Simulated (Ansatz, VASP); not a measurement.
Two plane-wave programs on CaB6

```
Ca B
1.0
     4.14792    0.00000    0.00000
     0.00000    4.14792    0.00000
     0.00000    0.00000    4.14792
Ca B
1 6
Direct
  0.00000 0.00000 0.00000
  0.20178 0.50000 0.50000
  0.50000 0.20178 0.50000
  0.79822 0.50000 0.50000
  0.50000 0.79822 0.50000
  0.50000 0.50000 0.20178
  0.50000 0.50000 0.79822
```

Alike in both runs: task single point; functional PBE; k mesh 6 × 6 × 6; occupations gaussian, width 0.2 eV; no spin polarisation.

|  | VASP | Ansatz |
| --- | --- | --- |
| version | VASP 6.6.1 | Ansatz 0.2.0 |
| potentials or method | VASP PAW PBE potentials, release 64 (Ca_sv, B), cutoff 520 eV | scalar-relativistic, plane waves, PAW |
| valence electrons in the cell | 28 | 28 |

|  | VASP | Ansatz | Ansatz less VASP |
| --- | --- | --- | --- |
| pressure (GPa) | 0.1 | -0.1 | -0.12 |
| rms of the force components (eV/Å) | 0.020 | 0.011 | -0.0087 |

Atom by atom the forces differ by 0.009 eV/Å (rms over components).
